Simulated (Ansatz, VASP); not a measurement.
One calculation of Ni, two programs

```
Ni
1.0
     0.00000    2.58037    2.58037
     2.58037    0.00000    2.58037
     2.58037    2.58037    0.00000
Ni
2
Direct
  0.12500 0.12500 0.12500
  0.87500 0.87500 0.87500
```

Alike in both runs: functional RPBE; k mesh 11 × 11 × 11; occupations fermi-dirac, width 0.1 eV; no spin polarisation.

Ansatz relaxed the structure, and its values are those at the end. VASP's run is a single point on that final structure, the one shown.

|  | VASP | Ansatz |
| --- | --- | --- |
| version | VASP 6.6.1 | Ansatz 0.2.0 |
| potentials or method | VASP PAW PBE potentials, release 64 (Ni), cutoff 520 eV | plane waves (420 eV) with PAW, scalar-relativistic |
| valence electrons in the cell | 20 | 36 |

|  | VASP | Ansatz | Ansatz less VASP |
| --- | --- | --- | --- |
| pressure (GPa) | 0.1 | 0.0 | -0.10 |

VASP's potentials were made for PBE, not for RPBE. VASP's potentials hold 20 valence electrons a cell and Ansatz's 36, so a difference there can come from the potentials and not from the codes.
